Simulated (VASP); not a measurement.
# Se (P6/mmm) in VASP: notebook

Runs on Se. Level: PBE. Tasks: single point.

Program: VASP 6.6.1. These are calculated values, not measurements. Logs are shortened: lines on timing, memory, paths and dates and some standing lists are left out, and cuts for length are marked.

### Step 1. The cell of the first run

The structure is hexagonal, space group P6/mmm (No. 191). Conventional cell: a = 3.708 Å, b = 3.708 Å, c = 4.465 Å, α = 90.00°, β = 90.00°, γ = 120.00°. Within 2.8 Å of Se (site symmetry -6m2) lie 3 Se at 2.14 Å.

The cell was generated, and may not be a known phase.

### Step 2. Single point, PBE

Input file INCAR:

```
ALGO = Normal ; EDIFF = 1E-6
ENCUT = 520 ; GGA = PE
ISIF = 2 ; ISMEAR = 0
LASPH = T ; LCHARG = F
LREAL = F ; LWAVE = F
NBANDS = 13 ; NELM = 60
PREC = Accurate ; SIGMA = 0.1
```

Input file KPOINTS:

```
k-points
0
Gamma
  6 6 4
```

Input file POSCAR:

```
Se
1.0
    3.7082984900      0.0000000000      0.0000000000
   -1.8541492500      3.2114807000      0.0000000000
    0.0000000000      0.0000000000      4.4649827500
Se
2
Direct
    0.3333333300      0.6666666700      0.0000000000
    0.6666666700      0.3333333300      0.0000000000
```

Potentials or basis: VASP PAW PBE potentials, release 64 (Se).

Run with:

```
$ cat potpaw_PBE.64/Se/POTCAR > POTCAR
$ mpirun -np 1 vasp_std > vasp.out
```

OUTCAR:

```text
EDIFF = 1E-6
   ENCUT = 520
   GGA = PE
   ISIF = 2
   ISMEAR = 0
   LASPH = T
   LREAL = F
   NELM = 60
   PREC = Accurate

 ion  position               nearest neighbor table
   1  0.333  0.667  0.000-   2 2.14   2 2.14   2 2.14
   2  0.667  0.333  0.000-   1 2.14   1 2.14   1 2.14

  LATTYP: Found a hexagonal cell.
 ALAT       =     3.7082984900
 C/A-ratio  =     1.2040516053

  Lattice vectors:

 A1 = (   3.7082984900,   0.0000000000,   0.0000000000)
 A2 = (  -1.8541492500,   3.2114807000,   0.0000000000)
 A3 = (   0.0000000000,   0.0000000000,   4.4649827500)

Analysis of symmetry for initial positions (statically):
=====================================================================
 Subroutine PRICEL returns:
 Original cell was already a primitive cell.

 Routine SETGRP: Setting up the symmetry group for a
 hexagonal supercell.

 Subroutine GETGRP returns: Found 24 space group operations
 (whereof 24 operations were pure point group operations)
 out of a pool of 24 trial point group operations.

The static configuration has the point symmetry D_6h.

Analysis of symmetry for dynamics (positions and initial velocities):
=====================================================================
 Subroutine PRICEL returns:
 Original cell was already a primitive cell.

 Routine SETGRP: Setting up the symmetry group for a
 hexagonal supercell.

 Subroutine GETGRP returns: Found 24 space group operations
 (whereof 24 operations were pure point group operations)
 out of a pool of 24 trial point group operations.

The dynamic configuration has the point symmetry D_6h.

 Subroutine INISYM returns: Found 24 space group operations
 (whereof 24 operations are pure point group operations),
 and found     1 'primitive' translations

----------------------------------------------------------------------------------------

                                     Primitive cell

  volume of cell :      53.1741

  direct lattice vectors                    reciprocal lattice vectors
     3.708298490  0.000000000  0.000000000     0.269665455  0.155691423  0.000000000
    -1.854149250  3.211480700  0.000000000     0.000000000  0.311382846  0.000000000
     0.000000000  0.000000000  4.464982750     0.000000000  0.000000000  0.223965031

  length of vectors
     3.708298490  3.708298495  4.464982750     0.311382846  0.311382846  0.223965031

  position of ions in fractional coordinates (direct lattice)
     0.333333330  0.666666670  0.000000000
     0.666666670  0.333333330  0.000000000
[... 83 lines left out ...]
   PSTRESS=    0.0 pullay stress
   NELECT =      12.0000    total number of electrons
   NUPDOWN=      -1.0000    fix difference up-down
   EMIN   =  10.00;   EMAX   =-10.00  energy-range for DOS
   EFERMI =   0.00;   METHOD = LEGACY
   ISMEAR =     0;   SIGMA  =   0.10  broadening in eV -4-tet -1-fermi 0-gaus
   EFERMI_NEDOS =   21; number of points for ismear=-14 and -15
   IALGO  =     38    algorithm
   IMIX   =      4    mixing-type and parameters
     AMIX     =   0.40;   BMIX     =  1.00
     AMIX_MAG =   1.60;   BMIX_MAG =  1.00
  volume/ion in A,a.u.               =      26.59       179.42
  Fermi-wavevector in a.u.,A,eV,Ry     =   0.996710  1.883508 13.516437  0.993430
  Thomas-Fermi vector in A             =   2.128816
   LORBIT       =      0    0 simple, 1 ext, 2 COOP (PROOUT), +10 PAW based schemes
   GGA     = PE    functional components
   LHFCALC =     F    Hartree Fock is set to
   AEXX    =    0.0000 exact exchange contribution
   IVDW    =     0    specifies the selected vdW correction
   LEPSILON=     F    determine dielectric tensor
   LRPA    =     F    only Hartree local field effects (RPA)
 non-spin polarized calculation
 Gauss-broadening in eV      SIGMA  =   0.10
  energy-cutoff  :      520.00
  volume of cell :       53.17
 maximum number of plane-waves:      1455
 NGX is ok and might be reduce to    28
   NGX = 13   NGY = 13   NGZ = 17

 number of electron      11.9999998 magnetization

 Free energy of the ion-electron system (eV)
  ---------------------------------------------------
  ext. energy  EPLUGINS =         0.00000000
  ---------------------------------------------------
  free energy    TOTEN  =        -2.66043706 eV

  energy without entropy =       -2.64706697  energy(sigma->0) =       -2.65375202

 E-fermi :   3.8651     XC(G=0):  -8.3511

 val. band max:        3.8429088045   @ k =   0.1667   0.1667   0.0000
 cond. band min:       3.8980246242   @ k =   0.1667   0.1667   0.2500
 fundamental gap:      0.0551158197
 Fermi energy:         3.8650959785

 k-point     1 :       0.0000    0.0000    0.0000
  band No.  band energies     occupation
      1     -15.5929      2.00000
      2      -3.3489      2.00000
      3      -3.1608      2.00000
      4      -3.1608      2.00000
      5      -2.4280      2.00000
      6       3.4956      2.00000
      7       3.4956      2.00000
      8       5.5792      0.00000
      9       6.4443      0.00000
     10      10.5906      0.00000
     11      13.5252      0.00000
     12      13.5252      0.00000
     13      17.3163      0.00000
[... 306 lines left out ...]
  band No.  band energies     occupation
      1     -12.1318      2.00000
      2     -12.1318      2.00000
      3      -5.9911      2.00000
      4       0.1777      2.00000
      5       0.1777      2.00000
      6       5.0263      0.00000
      7       5.0263      0.00000
      8       6.9479      0.00000
      9       8.3607      0.00000
     10      14.0493      0.00000
     11      14.4444      0.00000
     12      14.4444      0.00000
     13      15.4469      0.00000

------------------------ aborting loop because EDIFF is reached ----------------------------------------

  FORCE on cell =-STRESS in cart. coord.  units (eV):
  Direction    XX          YY          ZZ          XY          YZ          ZX
  --------------------------------------------------------------------------------------
  -------------------------------------------------------------------------------------
  Total       22.3132909     22.3132910      0.0044523     -0.0000000      0.0000000     -0.0000000
  in kB      672.3175133    672.3175145      0.1341505     -0.0000010      0.0000000     -0.0000000
  external PRESSURE =     448.2563928 kB  Pullay stress =       0.0000000 kB

 VOLUME and BASIS-vectors are now :
 -----------------------------------------------------------------------------
  energy-cutoff  :      520.00
  volume of cell :       53.17
      direct lattice vectors                 reciprocal lattice vectors
     3.708298490  0.000000000  0.000000000     0.269665455  0.155691423  0.000000000
    -1.854149250  3.211480700  0.000000000     0.000000000  0.311382846  0.000000000
     0.000000000  0.000000000  4.464982750     0.000000000  0.000000000  0.223965031

 POSITION                                       TOTAL-FORCE (eV/Angst)
 -----------------------------------------------------------------------------------
     -0.00000      2.14099      0.00000         0.000000      0.000000      0.000000
      1.85415      1.07049      0.00000        -0.000000     -0.000000      0.000000
 -----------------------------------------------------------------------------------
    total drift:                                0.000000      0.000000     -0.000000

  FREE ENERGIE OF THE ION-ELECTRON SYSTEM (eV)
  ---------------------------------------------------
  free  energy   TOTEN  =        -2.6604370626 eV

  energy  without entropy=       -2.6470669698  energy(sigma->0) =       -2.65375202
```

stdout:

```text
POSCAR found type information on POSCAR Se
 POSCAR found :  1 types and       2 ions
 scaLAPACK will be used
 LDA part: xc-table for (Slater+PW92), standard interpolation
 POSCAR, INCAR and KPOINTS ok, starting setup
 FFT: planning ... GRIDC
 FFT: planning ... GRID_SOFT
 FFT: planning ... GRID
 WAVECAR not read
 entering main loop
```

Wall time 6.7 s (1 thread of Intel Xeon 6975P-C (Granite Rapids), shared host); peak memory 0.16 GiB.

What came out:

| Quantity | Value |
| --- | --- |
| Free energy | -2.6604 eV |
| Pressure | 44.8 GPa |
| Band gap on the k mesh | zero (bands 6 and 7 overlap by 1.53 eV) |

Stress tensor (GPa, compression positive):
```
67.23  0.00  0.00
 0.00 67.23  0.00
 0.00  0.00  0.01
```

Caveat: the stress differs along the axes, from 0 to 67 GPa; this functional lacks dispersion, which binds layers or chains, so the pressure and a relaxed spacing across them are unreliable.

(Part 1 of 2 ends here.)

The gap in the log of VASP goes by the Fermi energy; the results here count the filled bands.